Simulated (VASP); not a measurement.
# NaF (Villiaumite) (Fm-3m) in VASP: notebook

Runs on NaF (Villiaumite). Level: PBEsol. Tasks: relaxation of cell and atoms.

All numbers are computed with VASP 6.6.1; they aren't measurements. Logs are shortened: lines on timing, memory, paths and dates and some standing lists are left out, and cuts for length are marked.

## 1. The cell of the first run

The structure is cubic, space group Fm-3m (No. 225). Conventional cell: a = 4.630 Å, b = 4.630 Å, c = 4.630 Å, α = 90.00°, β = 90.00°, γ = 90.00°. Na (site symmetry m-3m) has 6 F at 2.32 Å within 3.1 Å. F (site symmetry m-3m) has 6 Na at 2.32 Å within 3.1 Å.

## 2. Relaxation of cell and atoms, PBEsol, target pressure 10 GPa, at which the enthalpy is minimised

Input file INCAR:

```
PREC = Accurate ; ENCUT = 600
EDIFF = 1E-6 ; ISMEAR = 0
SIGMA = 0.01 ; LREAL = F
LASPH = T ; NELM = 80
ALGO = Normal ; ISIF = 3
LWAVE = F ; LCHARG = F
GGA = PS ; IBRION = 2
NSW = 100 ; EDIFFG = -0.002
PSTRESS = 100.0
```

Input file KPOINTS:

```
regular mesh
0
Gamma
  8 8 8
```

Input file POSCAR:

```
NaF
1.0
    0.0000000000      2.3151034937      2.3151034937
    2.3151034937      0.0000000000      2.3151034937
    2.3151034937      2.3151034937      0.0000000000
Na F
1 1
Direct
    0.0000000000      0.0000000000      0.0000000000
    0.5000000000      0.5000000000      0.5000000000
```

Potentials or basis: VASP PAW PBE potentials, release 64 (Na_pv, F).

Started as:

```console
$ cat potpaw_PBE.64/Na_pv/POTCAR potpaw_PBE.64/F/POTCAR > POTCAR
$ mpirun -np 1 vasp_std > vasp.out
```

OUTCAR:

```text
PREC = Accurate
   ENCUT = 600
   EDIFF = 1E-6
   ISMEAR = 0
   LREAL = F
   LASPH = T
   NELM = 80
   ISIF = 3
   GGA = PS
   IBRION = 2
   NSW = 100
   EDIFFG = -0.002
   PSTRESS = 100.0

 ion  position               nearest neighbor table
   1  0.000  0.000  0.000-   2 2.32   2 2.32   2 2.32   2 2.32   2 2.32   2 2.32
   2  0.500  0.500  0.500-   1 2.32   1 2.32   1 2.32   1 2.32   1 2.32   1 2.32

  LATTYP: Found a face centered cubic cell.
 ALAT       =     4.6302069874

  Lattice vectors:

 A1 = (   0.0000000000,   2.3151034937,   2.3151034937)
 A2 = (   2.3151034937,   0.0000000000,   2.3151034937)
 A3 = (   2.3151034937,   2.3151034937,   0.0000000000)

Analysis of symmetry for initial positions (statically):
=====================================================================
 Subroutine PRICEL returns:
 Original cell was already a primitive cell.

 Routine SETGRP: Setting up the symmetry group for a
 face centered cubic supercell.

 Subroutine GETGRP returns: Found 48 space group operations
 (whereof 48 operations were pure point group operations)
 out of a pool of 48 trial point group operations.

The static configuration has the point symmetry O_h .

Analysis of symmetry for dynamics (positions and initial velocities):
=====================================================================
 Subroutine PRICEL returns:
 Original cell was already a primitive cell.

 Routine SETGRP: Setting up the symmetry group for a
 face centered cubic supercell.

 Subroutine GETGRP returns: Found 48 space group operations
 (whereof 48 operations were pure point group operations)
 out of a pool of 48 trial point group operations.

The dynamic configuration has the point symmetry O_h .

 Subroutine INISYM returns: Found 48 space group operations
 (whereof 48 operations are pure point group operations),
 and found     1 'primitive' translations

----------------------------------------------------------------------------------------

                                     Primitive cell

  volume of cell :      24.8165

  direct lattice vectors                    reciprocal lattice vectors
     0.000000000  2.315103494  2.315103494    -0.215973066  0.215973066  0.215973066
     2.315103494  0.000000000  2.315103494     0.215973066 -0.215973066  0.215973066
     2.315103494  2.315103494  0.000000000     0.215973066  0.215973066 -0.215973066

  length of vectors
     3.274050759  3.274050759  3.274050759     0.374076324  0.374076324  0.374076324

  position of ions in fractional coordinates (direct lattice)
     0.000000000  0.000000000  0.000000000
[... 61 lines left out ...]
   number of dos      NEDOS =    301   number of ions     NIONS =      2
   total plane-waves  NPLWV =  21952
   dimension x,y,z NGX =    28 NGY =   28 NGZ =   28
   dimension x,y,z NGXF=    56 NGYF=   56 NGZF=   56
   ions per type =               1   1
   NGX,Y,Z   is equivalent  to a cutoff of  14.22, 14.22, 14.22 a.u.
   NGXF,Y,Z  is equivalent  to a cutoff of  28.44, 28.44, 28.44 a.u.
 SYSTEM =  unknown system
   PREC   = accura    normal or accurate (medium, high low for compatibility)
   ISTART =      0    job   : 0-new  1-cont  2-samecut
   ICHARG =      2    charge: 1-file 2-atom 10-const
   ISPIN  =      1    spin polarized calculation?
   LNONCOLLINEAR =      F non collinear calculations
   LSORBIT =      F    spin-orbit coupling
   LASPH  =      T    aspherical Exc in radial PAW
   ENCUT  =  600.0 eV  44.10 Ry    6.64 a.u.   6.54  6.54  6.54*2*pi/ulx,y,z
   NELM   =     80;   NELMIN=  2; NELMDL= -5     # of ELM steps
   EDIFF  = 0.1E-05   stopping-criterion for ELM
   LREAL  =      F    real-space projection
   EDIFFG = -.2E-02   stopping-criterion for IOM
   NSW    =    100    number of steps for IOM
   IBRION =      2    ionic relax: 0-MD 1-quasi-New 2-CG
   NFREE  =      1    steps in history (QN), initial steepest desc. (CG)
   ISIF   =      3    stress and relaxation
   ISYM   =      2    0-nonsym 1-usesym 2-fastsym
   POTIM  = 0.5000    time-step for ionic-motion
   TEBEG  =    0.0;   TEEND  =   0.0 temperature during run
   PSTRESS=  100.0 pullay stress
   NELECT =      14.0000    total number of electrons
   NUPDOWN=      -1.0000    fix difference up-down
   EMIN   =  10.00;   EMAX   =-10.00  energy-range for DOS
   EFERMI =   0.00;   METHOD = LEGACY
   ISMEAR =     0;   SIGMA  =   0.01  broadening in eV -4-tet -1-fermi 0-gaus
   EFERMI_NEDOS =   21; number of points for ismear=-14 and -15
   IALGO  =     38    algorithm
   IMIX   =      4    mixing-type and parameters
     AMIX     =   0.40;   BMIX     =  1.00
     AMIX_MAG =   1.60;   BMIX_MAG =  1.00
  volume/ion in A,a.u.               =      12.41        83.74
  Fermi-wavevector in a.u.,A,eV,Ry     =   1.352707  2.556246 24.896165  1.829816
  Thomas-Fermi vector in A             =   2.480023
   LORBIT       =      0    0 simple, 1 ext, 2 COOP (PROOUT), +10 PAW based schemes
   GGA     = PS    functional components
   LHFCALC =     F    Hartree Fock is set to
   AEXX    =    0.0000 exact exchange contribution
   IVDW    =     0    specifies the selected vdW correction
   LEPSILON=     F    determine dielectric tensor
   LRPA    =     F    only Hartree local field effects (RPA)
 conjugate gradient relaxation of ions
 non-spin polarized calculation
 Gauss-broadening in eV      SIGMA  =   0.01
  energy-cutoff  :      600.00
  volume of cell :       24.82
 maximum number of plane-waves:       869
 NGX is ok and might be reduce to    28
   NGX = 13   NGY = 13   NGZ = 13

--------------------------------------- Ionic step        1  -------------------------------------------

 number of electron      14.0000006 magnetization

 Free energy of the ion-electron system (eV)
  ---------------------------------------------------
  ext. energy  EPLUGINS =         0.00000000
  ---------------------------------------------------
  free energy    TOTEN  =        -8.77056154 eV

  energy without entropy =       -8.77056154  energy(sigma->0) =       -8.77056154

 E-fermi :  -2.1220     XC(G=0):  -9.3462

 val. band max:       -2.1684207578   @ k =   0.0000   0.0000   0.0000
 cond. band min:       4.0065550444   @ k =   0.0000   0.0000   0.0000
 fundamental gap:      6.1749758021
 Fermi energy:        -2.1220056069
[... 790 lines left out ...]
  energy  without entropy=       -8.6804847656  energy(sigma->0) =       -8.68048477

  enthalpy is  TOTEN    =        -7.3438001939 eV   P V=        1.3366845717

[... ionic steps 4 to 15 ...]

--------------------------------------- Ionic step       16  -------------------------------------------

 number of electron      14.0000001 magnetization

------------------------ aborting loop because EDIFF is reached ----------------------------------------
[... 71 lines left out ...]
--------------------------------------- Ionic step       18  -------------------------------------------

 number of electron      14.0000001 magnetization

 Free energy of the ion-electron system (eV)
  ---------------------------------------------------
  ext. energy  EPLUGINS =         0.00000000
  ---------------------------------------------------
  free energy    TOTEN  =        -8.68068501 eV

  energy without entropy =       -8.68068501  energy(sigma->0) =       -8.68068501

 E-fermi :  -1.3246     XC(G=0): -10.1062

 val. band max:       -1.4591466632   @ k =   0.0000   0.0000   0.0000
 cond. band min:       5.5623063759   @ k =   0.0000   0.0000   0.0000
 fundamental gap:      7.0214530391
 Fermi energy:        -1.3246212070
[... 369 lines left out ...]
  energy  without entropy=       -8.6806850059  energy(sigma->0) =       -8.68068501

  enthalpy is  TOTEN    =        -7.3438003685 eV   P V=        1.3368846375

 reached required accuracy - stopping structural energy minimisation
```

Wall time 63 s (1 thread of Intel Xeon Platinum 8375C at 2.90GHz (Ice Lake), shared host); peak memory 0.15 GiB.

What came out:

| Item | Value |
| --- | --- |
| Free energy | -8.6807 eV |
| Relaxed volume | 10.71 Å³/atom |
| Relaxed cell | a = 3.117 Å, b = 3.117 Å, c = 3.117 Å, α = 60.00°, β = 60.00°, γ = 60.00° |
| Space group after relaxing (to 0.05 Å) | Fm-3m (No. 225) |
| Energy change on relaxing (the enthalpy is what falls) | +44.9 meV/atom |
| Ionic steps | 18 |
| Pressure after relaxing | 10.0 GPa |
| Band gap on the k mesh | 7.02 eV, direct |

Step by step:
```
step  energy change (eV)  largest force (eV/Å)  pressure (GPa)  volume (Å³)
   1              0.0000                0.0000           -0.19        24.82
   2              0.0539                0.0000            7.22        22.09
   3              0.0901                0.0000           10.10        21.42
   4              0.0861                0.0000            9.69        21.48
   5              0.0862                0.0000            9.69        21.48
   6              0.0865                0.0000            9.75        21.47
   7              0.0865                0.0000            9.75        21.47
   8              0.0865                0.0000            9.75        21.47
   9              0.0866                0.0000            9.74        21.47
  10              0.0866                0.0000            9.74        21.47
  11              0.0868                0.0000            9.77        21.47
  12              0.0870                0.0000            9.79        21.47
  13              0.0876                0.0000            9.87        21.46
  14              0.0887                0.0000            9.93        21.44
  15              0.0908                0.0000           10.12        21.40
  16              0.0895                0.0000            9.92        21.43
  17              0.0902                0.0000           10.06        21.41
  18              0.0899                0.0000            9.99        21.42
```

Final structure:
```
Na F
1.0
     0.00000    2.20424    2.20424
     2.20424    0.00000    2.20424
     2.20424    2.20424    0.00000
Na F
1 1
Direct
  0.00000 0.00000 0.00000
  0.50000 0.50000 0.50000
```

Caveat: the cell is relaxed towards a set pressure, so the enthalpy falls and the energy may rise; the PAW data sets were made with another functional, which shifts forces and pressure a little.

## 3. Relaxation of cell and atoms, PBEsol, target pressure 15 GPa, at which the enthalpy is minimised

Input file INCAR:

```
PREC = Accurate ; ENCUT = 600
EDIFF = 1E-6 ; ISMEAR = 0
SIGMA = 0.01 ; LREAL = F
LASPH = T ; NELM = 60
ALGO = Normal ; ISIF = 3
LWAVE = F ; LCHARG = F
GGA = PS ; IBRION = 2
NSW = 100 ; EDIFFG = -0.002
PSTRESS = 150.0
```

Input file KPOINTS:

```
Automatic mesh
0
Gamma
  8 8 8
```

POSCAR is that of step 2.

Potentials or basis: VASP PAW PBE potentials, release 64 (Na_pv, F).

Started as:

```console
$ cat potpaw_PBE.64/Na_pv/POTCAR potpaw_PBE.64/F/POTCAR > POTCAR
$ mpirun -np 1 vasp_std > vasp.out
```

OUTCAR:

```text
PREC = Accurate
   ENCUT = 600
   EDIFF = 1E-6
   ISMEAR = 0
   LREAL = F
   LASPH = T
   NELM = 60
   ISIF = 3
   GGA = PS
   IBRION = 2
   NSW = 100
   EDIFFG = -0.002
   PSTRESS = 150.0

 ion  position               nearest neighbor table
   1  0.000  0.000  0.000-   2 2.32   2 2.32   2 2.32   2 2.32   2 2.32   2 2.32
   2  0.500  0.500  0.500-   1 2.32   1 2.32   1 2.32   1 2.32   1 2.32   1 2.32

  LATTYP: Found a face centered cubic cell.
 ALAT       =     4.6302069874

  Lattice vectors:

 A1 = (   0.0000000000,   2.3151034937,   2.3151034937)
 A2 = (   2.3151034937,   0.0000000000,   2.3151034937)
 A3 = (   2.3151034937,   2.3151034937,   0.0000000000)

Analysis of symmetry for initial positions (statically):
=====================================================================
 Subroutine PRICEL returns:
 Original cell was already a primitive cell.

 Routine SETGRP: Setting up the symmetry group for a
 face centered cubic supercell.

 Subroutine GETGRP returns: Found 48 space group operations
 (whereof 48 operations were pure point group operations)
 out of a pool of 48 trial point group operations.

The static configuration has the point symmetry O_h .

Analysis of symmetry for dynamics (positions and initial velocities):
=====================================================================
 Subroutine PRICEL returns:
[... 148 lines left out ...]

--------------------------------------- Ionic step        1  -------------------------------------------

 number of electron      14.0000006 magnetization

 Free energy of the ion-electron system (eV)
  ---------------------------------------------------
  ext. energy  EPLUGINS =         0.00000000
  ---------------------------------------------------
  free energy    TOTEN  =        -8.77056154 eV

  energy without entropy =       -8.77056154  energy(sigma->0) =       -8.77056154

 E-fermi :  -2.1220     XC(G=0):  -9.3462

 val. band max:       -2.1684207578   @ k =   0.0000   0.0000   0.0000
 cond. band min:       4.0065550444   @ k =   0.0000   0.0000   0.0000
 fundamental gap:      6.1749758021
 Fermi energy:        -2.1220056069

 k-point     1 :       0.0000    0.0000    0.0000
  band No.  band energies     occupation
      1     -21.2301      2.00000
      2     -20.9287      2.00000
      3     -20.9287      2.00000
      4     -20.9287      2.00000
      5      -2.1684      2.00000
      6      -2.1684      2.00000
      7      -2.1684      2.00000
      8       4.0066      0.00000
      9      16.6938      0.00000
     10      16.6938      0.00000
     11      16.6938      0.00000
[... 397 lines left out ...]
--------------------------------------- Ionic step        3  -------------------------------------------

 number of electron      13.9999996 magnetization

 Free energy of the ion-electron system (eV)
  ---------------------------------------------------
  ext. energy  EPLUGINS =         0.00000000
  ---------------------------------------------------
  free energy    TOTEN  =        -8.60346234 eV

  energy without entropy =       -8.60346234  energy(sigma->0) =       -8.60346234

 E-fermi :  -1.1356     XC(G=0): -10.3630

 val. band max:       -1.1905488510   @ k =   0.0000   0.0000   0.0000
 cond. band min:       6.1430106422   @ k =   0.0000   0.0000   0.0000
 fundamental gap:      7.3335594932
 Fermi energy:        -1.1356388959

 k-point     1 :       0.0000    0.0000    0.0000
  band No.  band energies     occupation
      1     -20.6484      2.00000
      2     -19.4260      2.00000
      3     -19.4260      2.00000
      4     -19.4260      2.00000
      5      -1.1905      2.00000
      6      -1.1905      2.00000
      7      -1.1905      2.00000
      8       6.1430      0.00000
      9      19.0334      0.00000
     10      19.0334      0.00000
     11      19.0334      0.00000
[... 355 lines left out ...]
  energy  without entropy=       -8.6034623377  energy(sigma->0) =       -8.60346234

  enthalpy is  TOTEN    =        -6.6917875125 eV   P V=        1.9116748251

 reached required accuracy - stopping structural energy minimisation
```

CONTCAR:

```text
NaF
   1.00000000000000
     0.0000000000000000    2.1693740935363564    2.1693740935363564
     2.1693740935363564    0.0000000000000000    2.1693740935363564
     2.1693740935363564    2.1693740935363564    0.0000000000000000
  Na              F
     1     1
Direct
     0.0000000000000000    0.0000000000000000    0.0000000000000000
     0.5000000000000000    0.5000000000000000    0.5000000000000000

  0.00000000E+00  0.00000000E+00  0.00000000E+00
  0.00000000E+00  0.00000000E+00  0.00000000E+00
```

It took 23 s on 1 thread of Intel Xeon Platinum 8375C at 2.90GHz (Ice Lake), shared host; peak memory 0.15 GiB.

What came out:

- Free energy: -8.6035 eV
- Relaxed volume: 10.21 Å³/atom
- Relaxed cell: a = 3.068 Å, b = 3.068 Å, c = 3.068 Å, α = 60.00°, β = 60.00°, γ = 60.00°
- Space group after relaxing (to 0.05 Å): Fm-3m (No. 225)
- Energy change on relaxing (the enthalpy is what falls): +83.5 meV/atom
- Ionic steps: 3
- Pressure after relaxing: 15.0 GPa
- Band gap on the k mesh: 7.33 eV, direct

The path:
```csv
step,energy change (eV),largest force (eV/Å),pressure (GPa),volume (Å³)
1,0.0000,0.0000,-0.19,24.82
2,0.1318,0.0000,12.73,20.83
3,0.1671,0.0000,15.02,20.42
```

Final structure:
```
Na F
1.0
     0.00000    2.16937    2.16937
     2.16937    0.00000    2.16937
     2.16937    2.16937    0.00000
Na F
1 1
Direct
  0.00000 0.00000 0.00000
  0.50000 0.50000 0.50000
```

Caveat: the cell is relaxed towards a set pressure, so the enthalpy falls and the energy may rise; the volume moved by over 15 % at a fixed basis, so the end points are rough; the PAW data sets were made with another functional, which shifts forces and pressure a little.
